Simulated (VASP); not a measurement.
# LiCl (Fm-3m) in VASP: notebook

Runs on LiCl. Level: r2SCAN. Tasks: single point.

Program: VASP 6.6.1. These are calculated values, not measurements. Logs are shortened: lines on timing, memory, paths and dates and some standing lists are left out, and cuts for length are marked.

### 1 The cell of the first run

It takes space group Fm-3m (No. 225, cubic). Conventional cell: a = 5.112 Å, b = 5.112 Å, c = 5.112 Å, α = 90.00°, β = 90.00°, γ = 90.00°. Within 3.4 Å of Li (site symmetry m-3m) lie 6 Cl at 2.56 Å. Cl (site symmetry m-3m) has 6 Li at 2.56 Å within 3.4 Å.

### 2 Single point, r2SCAN

The input, POSCAR:

```
LiCl
1.0
    0.0000000000      2.5560252063      2.5560252063
    2.5560252063      0.0000000000      2.5560252063
    2.5560252063      2.5560252063      0.0000000000
Li Cl
1 1
Direct
    0.0000000000      0.0000000000      0.0000000000
    0.5000000000      0.5000000000      0.5000000000
```

The input, INCAR.step1:

```
SYSTEM = LiCl
PREC = Accurate
ENCUT = 520
ISMEAR = -1
SIGMA = 0.05
LREAL = .FALSE.
LASPH = .TRUE.
NELM = 60
NBANDS = 12
GGA = PE
ALGO = Normal
EDIFF = 1E-4
LWAVE = .TRUE.
LCHARG = .FALSE.
```

The input, INCAR.step2:

```
SYSTEM = LiCl
PREC = Accurate
ENCUT = 520
EDIFF = 1E-6
ISMEAR = -1
SIGMA = 0.05
LREAL = .FALSE.
LASPH = .TRUE.
NELM = 60
ALGO = Normal
ISIF = 2
LWAVE = .FALSE.
LCHARG = .FALSE.
METAGGA = R2SCAN
LMIXTAU = .TRUE.
NBANDS = 12
ISTART = 1
```

The input, KPOINTS:

```
Automatic mesh
0
G
  6 6 6
  0 0 0
```

Potentials or basis: VASP PAW PBE potentials, release 64 (Li_sv, Cl).

Started as:

```
$ cat potpaw_PBE.64/Li_sv/POTCAR potpaw_PBE.64/Cl/POTCAR > POTCAR
$ cp INCAR.step1 INCAR
$ mpirun -np 1 vasp_std > vasp.out
$ cp INCAR.step2 INCAR
$ mpirun -np 1 vasp_std > vasp.out
```

OUTCAR:

```text
SYSTEM = LiCl
   PREC = Accurate
   ENCUT = 520
   EDIFF = 1E-6
   ISMEAR = -1
   LREAL = .FALSE.
   LASPH = .TRUE.
   NELM = 60
   ISIF = 2
   METAGGA = R2SCAN
   ISTART = 1

 ion  position               nearest neighbor table
   1  0.000  0.000  0.000-   2 2.56   2 2.56   2 2.56   2 2.56   2 2.56   2 2.56
   2  0.500  0.500  0.500-   1 2.56   1 2.56   1 2.56   1 2.56   1 2.56   1 2.56

  LATTYP: Found a face centered cubic cell.
 ALAT       =     5.1120504126

  Lattice vectors:

 A1 = (   0.0000000000,   2.5560252063,   2.5560252063)
 A2 = (   2.5560252063,   0.0000000000,   2.5560252063)
 A3 = (   2.5560252063,   2.5560252063,   0.0000000000)

Analysis of symmetry for initial positions (statically):
=====================================================================
 Subroutine PRICEL returns:
 Original cell was already a primitive cell.

 Routine SETGRP: Setting up the symmetry group for a
 face centered cubic supercell.

 Subroutine GETGRP returns: Found 48 space group operations
 (whereof 48 operations were pure point group operations)
 out of a pool of 48 trial point group operations.

The static configuration has the point symmetry O_h .

Analysis of symmetry for dynamics (positions and initial velocities):
=====================================================================
 Subroutine PRICEL returns:
 Original cell was already a primitive cell.

 Routine SETGRP: Setting up the symmetry group for a
 face centered cubic supercell.

 Subroutine GETGRP returns: Found 48 space group operations
 (whereof 48 operations were pure point group operations)
 out of a pool of 48 trial point group operations.

The dynamic configuration has the point symmetry O_h .

 Subroutine INISYM returns: Found 48 space group operations
 (whereof 48 operations are pure point group operations),
 and found     1 'primitive' translations

----------------------------------------------------------------------------------------

                                     Primitive cell

  volume of cell :      33.3984

  direct lattice vectors                    reciprocal lattice vectors
     0.000000000  2.556025206  2.556025206    -0.195616224  0.195616224  0.195616224
     2.556025206  0.000000000  2.556025206     0.195616224 -0.195616224  0.195616224
     2.556025206  2.556025206  0.000000000     0.195616224  0.195616224 -0.195616224

  length of vectors
     3.614765513  3.614765513  3.614765513     0.338817239  0.338817239  0.338817239

  position of ions in fractional coordinates (direct lattice)
     0.000000000  0.000000000  0.000000000
     0.500000000  0.500000000  0.500000000

  ion indices of the primitive-cell ions
   primitive index   ion index
                 1           1
                 2           2

----------------------------------------------------------------------------------------

 KPOINTS: Automatic mesh

Automatic generation of k-mesh.
 Grid dimensions read from file:
 generate k-points for:    6    6    6

 Generating k-lattice:

  Cartesian coordinates                     Fractional coordinates (reciprocal lattice)
    -0.032602704  0.032602704  0.032602704     0.166666667  0.000000000  0.000000000
     0.032602704 -0.032602704  0.032602704     0.000000000  0.166666667  0.000000000
     0.032602704  0.032602704 -0.032602704     0.000000000  0.000000000  0.166666667

  Length of vectors
     0.056469540  0.056469540  0.056469540

  Shift w.r.t. Gamma in fractional coordinates (k-lattice)
     0.000000000  0.000000000  0.000000000

 Subroutine IBZKPT returns following result:
 ===========================================

 Found     16 irreducible k-points:

 Following reciprocal coordinates:
            Coordinates               Weight
  0.000000  0.000000  0.000000      1.000000
  0.166667  0.000000  0.000000      8.000000
  0.333333  0.000000  0.000000      8.000000
  0.500000  0.000000  0.000000      4.000000
  0.166667  0.166667  0.000000      6.000000
  0.333333  0.166667  0.000000     24.000000
[... 8 lines left out ...]
 -0.333333  0.333333  0.166667     24.000000
 -0.333333  0.500000  0.166667     12.000000
   k-points           NKPTS =     16   k-points in BZ     NKDIM =     16   number of bands    NBANDS=     12
   number of dos      NEDOS =    301   number of ions     NIONS =      2
   total plane-waves  NPLWV =  21952
   dimension x,y,z NGX =    28 NGY =   28 NGZ =   28
   dimension x,y,z NGXF=    56 NGYF=   56 NGZF=   56
   ions per type =               1   1
   NGX,Y,Z   is equivalent  to a cutoff of  12.88, 12.88, 12.88 a.u.
   NGXF,Y,Z  is equivalent  to a cutoff of  25.75, 25.75, 25.75 a.u.
 SYSTEM =  LiCl
   PREC   = accura    normal or accurate (medium, high low for compatibility)
   ISTART =      1    job   : 0-new  1-cont  2-samecut
   ICHARG =      0    charge: 1-file 2-atom 10-const
   ISPIN  =      1    spin polarized calculation?
   LNONCOLLINEAR =      F non collinear calculations
   LSORBIT =      F    spin-orbit coupling
   LASPH  =      T    aspherical Exc in radial PAW
   ENCUT  =  520.0 eV  38.22 Ry    6.18 a.u.   6.72  6.72  6.72*2*pi/ulx,y,z
   NELM   =     60;   NELMIN=  2; NELMDL=  0     # of ELM steps
   EDIFF  = 0.1E-05   stopping-criterion for ELM
   LREAL  =      F    real-space projection
   EDIFFG = 0.1E-04   stopping-criterion for IOM
   NSW    =      0    number of steps for IOM
   IBRION =     -1    ionic relax: 0-MD 1-quasi-New 2-CG
   NFREE  =      0    steps in history (QN), initial steepest desc. (CG)
   ISIF   =      2    stress and relaxation
   ISYM   =      2    0-nonsym 1-usesym 2-fastsym
   POTIM  = 0.5000    time-step for ionic-motion
   TEBEG  =    0.0;   TEEND  =   0.0 temperature during run
   PSTRESS=    0.0 pullay stress
   NELECT =      10.0000    total number of electrons
   NUPDOWN=      -1.0000    fix difference up-down
   EMIN   =  10.00;   EMAX   =-10.00  energy-range for DOS
   EFERMI =   0.00;   METHOD = LEGACY
   ISMEAR =    -1;   SIGMA  =   0.05  broadening in eV -4-tet -1-fermi 0-gaus
   EFERMI_NEDOS =   21; number of points for ismear=-14 and -15
   IALGO  =     38    algorithm
   IMIX   =      4    mixing-type and parameters
     AMIX     =   0.40;   BMIX     =  1.00
     AMIX_MAG =   1.60;   BMIX_MAG =  1.00
  volume/ion in A,a.u.               =      16.70       112.69
  Fermi-wavevector in a.u.,A,eV,Ry     =   1.095216  2.069658 16.320156  1.199498
  Thomas-Fermi vector in A             =   2.231535
   LORBIT       =      0    0 simple, 1 ext, 2 COOP (PROOUT), +10 PAW based schemes
   METAGGA = R2SCAN    functional components
   LHFCALC =     F    Hartree Fock is set to
   AEXX    =    0.0000 exact exchange contribution
   IVDW    =     0    specifies the selected vdW correction
   LEPSILON=     F    determine dielectric tensor
   LRPA    =     F    only Hartree local field effects (RPA)
 non-spin polarized calculation
  energy-cutoff  :      520.00
  volume of cell :       33.40
 maximum number of plane-waves:       934
   NGX = 13   NGY = 13   NGZ = 13

 number of electron      10.0000003 magnetization

 Free energy of the ion-electron system (eV)
  ---------------------------------------------------
  ext. energy  EPLUGINS =         0.00000000
  ---------------------------------------------------
  free energy    TOTEN  =       -12.58808162 eV

  energy without entropy =      -12.58808162  energy(sigma->0) =      -12.58808162

 E-fermi :   1.4619     XC(G=0):  -9.2109

 val. band max:        0.2665495459   @ k =   0.0000   0.0000   0.0000
 cond. band min:       7.6268553854   @ k =   0.0000   0.0000   0.0000
 fundamental gap:      7.3603058395
 Fermi energy:         1.4618818058

 k-point     1 :       0.0000    0.0000    0.0000
  band No.  band energies     occupation
      1     -44.5316      2.00000
      2     -13.7542      2.00000
      3       0.2665      2.00000
      4       0.2665      2.00000
      5       0.2665      2.00000
      6       7.6269      0.00000
      7      12.9371      0.00000
      8      12.9371      0.00000
      9      12.9372      0.00000
     10      15.6738      0.00000
     11      15.6738      0.00000
     12      16.1905      0.00000

 k-point     2 :       0.1667    0.0000    0.0000
  band No.  band energies     occupation
      1     -44.5310      2.00000
      2     -13.6176      2.00000
      3      -0.5987      2.00000
      4       0.1914      2.00000
      5       0.1914      2.00000
      6       8.2845      0.00000
      7      11.9992      0.00000
      8      12.6274      0.00000
      9      12.6277      0.00000
     10      14.3110      0.00000
     11      14.3111      0.00000
     12      16.7953      0.00000

 k-point     3 :       0.3333    0.0000    0.0000
  band No.  band energies     occupation
      1     -44.5295      2.00000
      2     -13.3205      2.00000
      3      -2.0013      2.00000
      4       0.0526      2.00000
      5       0.0526      2.00000
      6       8.1682      0.00000
      7      11.1456      0.00000
      8      11.1460      0.00000
      9      13.0948      0.00000
     10      16.2385      0.00000
     11      16.2385      0.00000
     12      17.6066      0.00000
[... 166 lines left out ...]
 k-point    15 :      -0.3333    0.3333    0.1667
  band No.  band energies     occupation
      1     -44.5282      2.00000
      2     -12.9734      2.00000
      3      -2.1641      2.00000
      4      -1.5169      2.00000
      5      -0.5468      2.00000
      6      10.0329      0.00000
      7      10.5036      0.00000
      8      12.1608      0.00000
      9      12.3984      0.00000
     10      16.5341      0.00000
     11      17.6032      0.00000
     12      19.7430      0.00000

 k-point    16 :      -0.3333    0.5000    0.1667
  band No.  band energies     occupation
      1     -44.5280      2.00000
      2     -12.9060      2.00000
      3      -2.3389      2.00000
      4      -1.4402      2.00000
      5      -0.8357      2.00000
      6       9.9336      0.00000
      7      10.3917      0.00000
      8      12.6437      0.00000
      9      12.7110      0.00000
     10      16.5648      0.00000
     11      18.7010      0.00000
     12      19.8558      0.00000

------------------------ aborting loop because EDIFF is reached ----------------------------------------

  FORCE on cell =-STRESS in cart. coord.  units (eV):
  Direction    XX          YY          ZZ          XY          YZ          ZX
  --------------------------------------------------------------------------------------
  -------------------------------------------------------------------------------------
  Total       -0.0976957     -0.0976957     -0.0976957      0.0000000     -0.0000000     -0.0000000
  in kB       -4.6866299     -4.6866299     -4.6866299      0.0000000     -0.0000000     -0.0000000
  external PRESSURE =      -4.6866299 kB  Pullay stress =       0.0000000 kB

 VOLUME and BASIS-vectors are now :
 -----------------------------------------------------------------------------
  energy-cutoff  :      520.00
  volume of cell :       33.40
      direct lattice vectors                 reciprocal lattice vectors
     0.000000000  2.556025206  2.556025206    -0.195616224  0.195616224  0.195616224
     2.556025206  0.000000000  2.556025206     0.195616224 -0.195616224  0.195616224
     2.556025206  2.556025206  0.000000000     0.195616224  0.195616224 -0.195616224

 POSITION                                       TOTAL-FORCE (eV/Angst)
 -----------------------------------------------------------------------------------
      0.00000      0.00000      0.00000        -0.000000      0.000000      0.000000
      2.55603      2.55603      2.55603         0.000000     -0.000000     -0.000000
 -----------------------------------------------------------------------------------
    total drift:                                0.000000      0.000000      0.000000

  FREE ENERGIE OF THE ION-ELECTRON SYSTEM (eV)
  ---------------------------------------------------
  free  energy   TOTEN  =       -12.5880816194 eV

  energy  without entropy=      -12.5880816194  energy(sigma->0) =      -12.58808162
```

Wall time 51 s (1 thread of AMD EPYC 7R43 (Zen 3), shared host); peak memory 0.12 GiB.

Results:

| Property | Result |
| --- | --- |
| Free energy | -12.5881 eV |
| Band gap on the k mesh | 7.36 eV, direct |

Caveat: the cutoff is under 1.25 times the usual one of these potentials, so pressure, stress and relaxed cells hold a basis-set (Pulay) error; the PAW data sets were made with another functional, which shifts forces and pressure a little.

### 3 Single point, r2SCAN

POSCAR is that of step 2.

The input, INCAR.step1:

```
PREC = Accurate
ENCUT = 520
ISMEAR = 1
SIGMA = 0.05
LREAL = False
LASPH = True
NELM = 100
NBANDS = 12
GGA = PE
ALGO = Normal
EDIFF = 1E-4
LWAVE = True
LCHARG = False
```

The input, INCAR.step2:

```
PREC = Accurate
ENCUT = 520
EDIFF = 1E-6
ISMEAR = 1
SIGMA = 0.05
LREAL = False
LASPH = True
NELM = 100
ALGO = Normal
ISIF = 2
LWAVE = False
LCHARG = True
METAGGA = R2SCAN
LMIXTAU = True
LELF = True
LVHAR = True
NBANDS = 12
ISTART = 1
```

The input, KPOINTS:

```
regular mesh
0
Gamma
  6 6 6
```

Potentials or basis: VASP PAW PBE potentials, release 64 (Li_sv, Cl).

Started as:

```
$ cat potpaw_PBE.64/Li_sv/POTCAR potpaw_PBE.64/Cl/POTCAR > POTCAR
$ cp INCAR.step1 INCAR
$ mpirun -np 1 vasp_std > vasp.out
$ cp INCAR.step2 INCAR
$ mpirun -np 1 vasp_std > vasp.out
```

It took 56 s on 1 thread of AMD EPYC 7R43 (Zen 3), shared host; peak memory 0.12 GiB.

The run converged. Its results:

```yaml
Free_energy: -12.5880 eV
Band_gap_on_the_k_mesh: 7.36 eV, direct
```

Levels at points of the mesh, in eV from the valence-band top:
```
           k point  band 3  band 4  band 5  band 6  band 7  band 8
(0.00, 0.00, 0.00)    0.00    0.00    0.00    7.36   12.67   12.67
(0.50, 0.00, 0.00)   -2.88   -0.28   -0.28    7.55   10.32   10.32
(0.50, 0.50, 0.00)   -2.98   -1.14   -1.14    8.79    8.91   13.67
```

Caveat: the cutoff is under 1.25 times the usual one of these potentials, so pressure, stress and relaxed cells hold a basis-set (Pulay) error; the PAW data sets were made with another functional, which shifts forces and pressure a little. A k mesh can miss the band edges.

### 4 Single point, r2SCAN

POSCAR is that of step 3.

The input, INCAR.step1:

```
SYSTEM = LiCl
ALGO = Normal
EDIFF = 1E-4
ENCUT = 520
GGA = PE
ISMEAR = 0
LASPH = .TRUE.
LCHARG = .FALSE.
LREAL = .FALSE.
LWAVE = .TRUE.
NBANDS = 12
NELM = 80
PREC = Accurate
SIGMA = 0.001
```

The input, INCAR.step2:

```
SYSTEM = LiCl
ALGO = Normal
EDIFF = 1E-6
ENCUT = 520
ISIF = 2
ISMEAR = 0
ISTART = 1
LASPH = .TRUE.
LCHARG = .FALSE.
LMIXTAU = .TRUE.
LREAL = .FALSE.
LWAVE = .FALSE.
METAGGA = R2SCAN
NBANDS = 12
NELM = 80
PREC = Accurate
SIGMA = 0.001
```

The input, KPOINTS:

```
k-points
0
G
  6 6 6
  0 0 0
```

Potentials or basis: VASP PAW PBE potentials, release 64 (Li_sv, Cl).

Started as:

```
$ cat potpaw_PBE.64/Li_sv/POTCAR potpaw_PBE.64/Cl/POTCAR > POTCAR
$ cp INCAR.step1 INCAR
$ mpirun -np 1 vasp_std > vasp.out
$ cp INCAR.step2 INCAR
$ mpirun -np 1 vasp_std > vasp.out
```

OUTCAR:

```text
SYSTEM = LiCl
   EDIFF = 1E-6
   ENCUT = 520
   ISIF = 2
   ISMEAR = 0
   ISTART = 1
   LASPH = .TRUE.
   LREAL = .FALSE.
   METAGGA = R2SCAN
   NELM = 80
   PREC = Accurate

 ion  position               nearest neighbor table
   1  0.000  0.000  0.000-   2 2.56   2 2.56   2 2.56   2 2.56   2 2.56   2 2.56
   2  0.500  0.500  0.500-   1 2.56   1 2.56   1 2.56   1 2.56   1 2.56   1 2.56

  LATTYP: Found a face centered cubic cell.
 ALAT       =     5.1120504126

  Lattice vectors:

[... 417 lines left out ...]

  FORCE on cell =-STRESS in cart. coord.  units (eV):
  Direction    XX          YY          ZZ          XY          YZ          ZX
  --------------------------------------------------------------------------------------
  -------------------------------------------------------------------------------------
  Total       -0.0976957     -0.0976957     -0.0976957     -0.0000000      0.0000000      0.0000000
  in kB       -4.6866297     -4.6866297     -4.6866297     -0.0000000      0.0000000      0.0000000
  external PRESSURE =      -4.6866297 kB  Pullay stress =       0.0000000 kB

 VOLUME and BASIS-vectors are now :
 -----------------------------------------------------------------------------
  energy-cutoff  :      520.00
  volume of cell :       33.40
      direct lattice vectors                 reciprocal lattice vectors
     0.000000000  2.556025206  2.556025206    -0.195616224  0.195616224  0.195616224
     2.556025206  0.000000000  2.556025206     0.195616224 -0.195616224  0.195616224
     2.556025206  2.556025206  0.000000000     0.195616224  0.195616224 -0.195616224

 POSITION                                       TOTAL-FORCE (eV/Angst)
 -----------------------------------------------------------------------------------
      0.00000      0.00000      0.00000        -0.000000     -0.000000     -0.000000
      2.55603      2.55603      2.55603         0.000000      0.000000      0.000000
 -----------------------------------------------------------------------------------
    total drift:                                0.000000      0.000000      0.000000

  FREE ENERGIE OF THE ION-ELECTRON SYSTEM (eV)
  ---------------------------------------------------
  free  energy   TOTEN  =       -12.5880816194 eV

  energy  without entropy=      -12.5880816194  energy(sigma->0) =      -12.58808162
```

OUTCAR.step1:

```text
SYSTEM = LiCl
   EDIFF = 1E-4
   ENCUT = 520
   GGA = PE
   ISMEAR = 0
   LASPH = .TRUE.
   LREAL = .FALSE.
[... 449 lines left out ...]
      0.00000      0.00000      0.00000         0.000000      0.000000      0.000000
      2.55603      2.55603      2.55603        -0.000000     -0.000000     -0.000000
 -----------------------------------------------------------------------------------
    total drift:                                0.000000      0.000000      0.000000

  FREE ENERGIE OF THE ION-ELECTRON SYSTEM (eV)
  ---------------------------------------------------
  free  energy   TOTEN  =        -7.3844263068 eV

  energy  without entropy=       -7.3844263068  energy(sigma->0) =       -7.38442631
```

OSZICAR.step1:

```text
N       E                     dE             d eps       ncg     rms          rms(c)
DAV:   1     0.423563682981E+02    0.42356E+02   -0.42236E+03   384   0.793E+02
DAV:   2    -0.477784150302E+01   -0.47134E+02   -0.45731E+02   476   0.145E+02
DAV:   3    -0.739099636423E+01   -0.26132E+01   -0.26055E+01   496   0.356E+01
DAV:   4    -0.744784664762E+01   -0.56850E-01   -0.56834E-01   552   0.543E+00
DAV:   5    -0.744833384049E+01   -0.48719E-03   -0.48719E-03   496   0.493E-01    0.240E+00
DAV:   6    -0.737865831512E+01    0.69676E-01   -0.14914E-01   484   0.181E+00    0.171E+00
DAV:   7    -0.738039019569E+01   -0.17319E-02   -0.49467E-02   568   0.117E+00    0.926E-01
DAV:   8    -0.738446837692E+01   -0.40782E-02   -0.62962E-03   448   0.548E-01    0.155E-01
DAV:   9    -0.738442630680E+01    0.42070E-04   -0.20307E-04   480   0.980E-02
   1 F= -.73844263E+01 E0= -.73844263E+01  d E =0.000000E+00
```

Run time: 48 s. Hardware: 1 thread of AMD EPYC 7R43 (Zen 3), shared host; peak memory 0.12 GiB.

Results:

```yaml
Free_energy: -12.5881 eV
Band_gap_on_the_k_mesh: 7.36 eV, direct
```

Caveat: the cutoff is under 1.25 times the usual one of these potentials, so pressure, stress and relaxed cells hold a basis-set (Pulay) error; the PAW data sets were made with another functional, which shifts forces and pressure a little. r2SCAN opens gaps a little over a GGA but as a rule still falls short of measured ones.

### 5 The runs side by side

| smearing | gap on the mesh (eV) |
| --- | --- |
| fermi-dirac 0.05 eV | 7.36 |
| methfessel-paxton 0.05 eV | 7.36 |
| gaussian 0.001 eV | 7.36 |

Alike in all rows: task single point; level r2SCAN; potentials or basis VASP PAW PBE potentials, release 64 (Li_sv, Cl); no spin polarisation; cell as given; k mesh 6 × 6 × 6; cutoff (eV) 520.

On the cell as given the gap runs from 7.36 eV (r2SCAN) to 7.36 eV (r2SCAN).

Caveats: the cutoff is under 1.25 times the usual one of these potentials, so pressure, stress and relaxed cells hold a basis-set (Pulay) error; the PAW data sets were made with another functional, which shifts forces and pressure a little.

Total energies depend on the potentials used, so only differences within one code and one set of settings carry meaning.
